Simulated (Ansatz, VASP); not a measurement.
Two plane-wave programs on Ir

INCAR

```
SYSTEM = Ir
  PREC = Accurate
  ENCUT = 520
  EDIFF = 1E-6
  ISMEAR = -1
  SIGMA = 0.1
  LREAL = .False.
  LASPH = .True.
  NELM = 60
  ALGO = Normal
  ISIF = 2
  LWAVE = .False.
  LCHARG = .False.
  GGA = RE
  NBANDS = 20
```

KPOINTS

```
Automatic mesh
0
Gamma
  11 11 15
  0 0 0
```

The input POSCAR:

```
Ir
1.0
    4.5060469879      0.0000000000      0.0000000000
   -2.2530234939      3.9023511622      0.0000000000
    0.0000000000      0.0000000000      2.7838183818
Ir
3
Direct
    0.0000000000      1.0000000000      0.0000000000
    0.3333333333      0.6666666667      0.5000000000
    0.6666666667      0.3333333333      0.5000000000
```

Input for Ansatz:

```yaml
crystal:
  lattice:
    - [4.5060469879, 0.0, 0.0]
    - [-2.2530234939, 3.9023511622, 0.0]
    - [0.0, 0.0, 2.7838183818]
  atoms:
    - { symbol: Ir, position: [0.0, 1.0, 0.0] }
    - { symbol: Ir, position: [0.3333333333, 0.6666666667, 0.5] }
    - { symbol: Ir, position: [0.6666666667, 0.3333333333, 0.5] }
hamiltonian:
  xc: revpbe
  pseudopotentials:
    kind: paw
    azcp:
      Ir: "pseudopotentials/Ir.paw.azcp"
basis:
  ecutwfc: 420
  fft_grid_basis: typed
kpoints:
  mp_grid: { grid: [11, 11, 15], shift: [0, 0, 0] }
magnetization:
  spin_polarized: false
scf:
  occupations: { method: fermi_dirac, width: 0.1 }
output:
  stress: true
```

Alike in both runs: task single point; functional revPBE; k mesh 11 × 11 × 15; occupations fermi-dirac, width 0.1 eV; no spin polarisation.

|  | VASP | Ansatz |
| --- | --- | --- |
| version | VASP 6.6.1 | Ansatz 0.2.0 |
| potentials or method | VASP PAW PBE potentials, release 64 (Ir), cutoff 520 eV | plane waves (420 eV) with PAW, scalar-relativistic |
| valence electrons in the cell | 27 | 51 |

VASP gave:

* pressure (GPa): -19.3
* traceless stress, the component that is largest in VASP (GPa): 1.08

Question: Estimate Ansatz's values.

Answer: Pressure (GPa): -19.5; traceless stress, the component that is largest in VASP (GPa): 1.20.

VASP's potentials were made for PBE, not for revPBE. VASP's potentials hold 27 valence electrons a cell and Ansatz's 51, so a difference there can come from the potentials and not from the codes.

Spin-orbit coupling is off throughout.
